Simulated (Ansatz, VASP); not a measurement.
# One calculation of CrB3, two programs

```
Cr B
1.0
    -1.44745    1.44745    3.39047
     1.44745   -1.44745    3.39047
     1.44745    1.44745   -3.39047
Cr B
1 3
Direct
  0.00000 0.00000 0.00000
  0.50000 0.50000 0.00000
  0.25000 0.75000 0.50000
  0.75000 0.25000 0.50000
```

Alike in both runs: functional PBE; k mesh 22 × 22 × 22; occupations gaussian, width 0.1 eV; no spin polarisation.

Ansatz relaxed the structure, and its values are those at the end. VASP's run is a single point on that final structure, the one shown.

|  | VASP | Ansatz |
| --- | --- | --- |
| version | VASP 6.6.1 | Ansatz 0.2.0 |
| potentials or method | VASP PAW PBE potentials, release 64 (Cr_pv, B), cutoff 520 eV | scalar-relativistic, plane waves, PAW |
| valence electrons in the cell | 21 | 23 |

|  | VASP | Ansatz | Ansatz less VASP |
| --- | --- | --- | --- |
| gap on the k mesh at the Fermi level (eV) | none | none | - |
| pressure (GPa) | -0.1 | 0.0 | +0.06 |

A gap of «none» marks a metal or a gap that the smearing closes. With one functional, cell and mesh, what is left measures potentials, basis and numerics. VASP's potentials hold 21 valence electrons a cell and Ansatz's 23, so a difference there can come from the potentials and not from the codes.
